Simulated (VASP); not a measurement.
Crystal: TiNi.

```
CELL_PARAMETERS angstrom
2.98807 0.00000 0.00000
0.00000 2.98807 0.00000
0.00000 0.00000 2.98807
ATOMIC_POSITIONS crystal
Ti 0.50000 0.50000 0.50000
Ni 0.00000 0.00000 0.00000
```

```yaml
Program: VASP 6.6.1
Task: relaxation of cell and atoms
Functional: PBEsol
Dispersion: D3(BJ)
Potentials_or_basis: VASP PAW PBE potentials, release 64 (Ti_sv, Ni)
Cutoff: 600 eV
k_mesh: 8 × 8 × 8
Occupations: fermi-dirac, width 0.15 eV
Spin: collinear spin, ferromagnetic start
Starting_moments: "[0.0, 1.0] μB"
```

At the start: pressure -9.5 GPa; volume 13.34 Å³/atom.

**Question.** Where does the relaxation end?

**Answer.** Over 4 steps the energy falls by 21.0 meV/atom and the volume is 12.63 Å³/atom (-5.3 %); space group Pm-3m (No. 221, to 0.1 Å) before and after; moment 0.00 μB per cell.

Step by step:
```tsv
step	energy change (eV)	largest force (eV/Å)	pressure (GPa)	volume (Å³)
1	0.0000	0.0000	-9.45	26.68
2	0.0169	0.0000	13.27	23.75
3	-0.0419	0.0000	-0.21	25.29
4	-0.0419	0.0000	0.00	25.26
```

Final structure:
```xyz
2
Lattice="2.9343 0.0000 0.0000 0.0000 2.9343 0.0000 0.0000 0.0000 2.9343" Properties=species:S:1:pos:R:3 pbc="T T T"
Ti    1.4671    1.4671    1.4671
Ni    0.0000    0.0000    0.0000
```

Caveat: the PAW data sets were made with another functional, which shifts forces and pressure a little.
